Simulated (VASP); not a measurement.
A run of VASP 6.6.1:

File INCAR:

```
SYSTEM = MgI2
PREC     = Accurate       ! precision mode
ENCUT    = 520            ! plane-wave cutoff, eV
EDIFF    = 1E-6           ! SCF threshold, eV
ISMEAR   = -1             ! smearing method
SIGMA    = 0.02           ! smearing width, eV
LREAL    = .FALSE.        ! projectors in reciprocal space
LASPH    = .TRUE.         ! aspherical terms in the spheres
NELM     = 80             ! most SCF steps
ALGO     = Normal         ! electronic algorithm
ISIF     = 2              ! what is computed and relaxed
LWAVE    = .FALSE.        ! write WAVECAR
LCHARG   = .FALSE.        ! write CHGCAR
GGA      = PS             ! functional
NBANDS   = 15             ! bands
```

The input KPOINTS:

```
Automatic mesh
0
G
  6 6 6
  0 0 0
```

File POSCAR:

```
MgI2
1.0
    0.0000000000      3.7067824609      3.7067824609
    3.7067824609      0.0000000000      3.7067824609
    3.7067824609      3.7067824609      0.0000000000
Mg I
1 2
Direct
    0.0000000000      0.0000000000      0.0000000000
    0.2500000000      0.2500000000      0.2500000000
    0.7500000000      0.7500000000      0.7500000000
```

Potentials or basis: VASP PAW PBE potentials, release 64 (Mg, I).

Run with:

```sh
$ cat potpaw_PBE.64/Mg/POTCAR potpaw_PBE.64/I/POTCAR > POTCAR
$ mpirun -np 1 vasp_std > vasp.out
```

Hardware: 1 thread of Intel(R) Xeon(R) Platinum 8488C (Sapphire Rapids) (shared host).

**Question.** How long does it take, and how much memory?

**Answer.** It took 21 s on 1 thread of Intel(R) Xeon(R) Platinum 8488C (Sapphire Rapids) (shared host), peak memory 0.24 GiB. Counts: scf iterations 12, k points 16.
